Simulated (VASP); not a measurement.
Runs of VASP 6.6.1 on In. The structure is that of space group P6_3/mmc (No. 194), or close to it. The cells are those of the table. This isn't the form of In at room conditions, which is tetragonal.

```csv
level,cell,cutoff (eV),share of exact exchange,screening parameter,gap on the mesh (eV),pressure (GPa)
PBE-based screened hybrid with 25 % exact exchange,"a = 3.335, b = 3.335, c = 5.509 Å, angles 90.0, 90.0, 120.0°, 2 atoms",400,0.25,0.3 1/Å,none,0.1
PBE-based screened hybrid with 25 % exact exchange,"a = 3.358, b = 3.358, c = 5.546 Å, angles 90.0, 90.0, 120.0°, 2 atoms",400,0.25,0.3 1/Å,none,(a)
r2SCANh,"a = 3.267, b = 3.267, c = 5.397 Å, angles 90.0, 90.0, 120.0°, 2 atoms",440,0.1,-,none,2.2
r2SCANh,"a = 3.290, b = 3.290, c = 5.435 Å, angles 90.0, 90.0, 120.0°, 2 atoms",440,0.1,-,none,1.1
```

Alike in all rows: task single point; potentials or basis VASP PAW PBE potentials, release 64 (In_d); no spin polarisation; k mesh 5 × 5 × 3; smearing fermi-dirac 0.05 eV.

Task: Fill in the values left out.

Result: (a) -0.7.

Caveats: all runs use coarse meshes; the PAW data sets were made with another functional, which shifts forces and pressure a little; spin-orbit coupling is left out, which moves the levels of the heavy elements.

A k mesh can miss the band edges, and the runs leave out spin-orbit coupling on In.

A gap of «none» marks levels without a gap at the run's occupations.
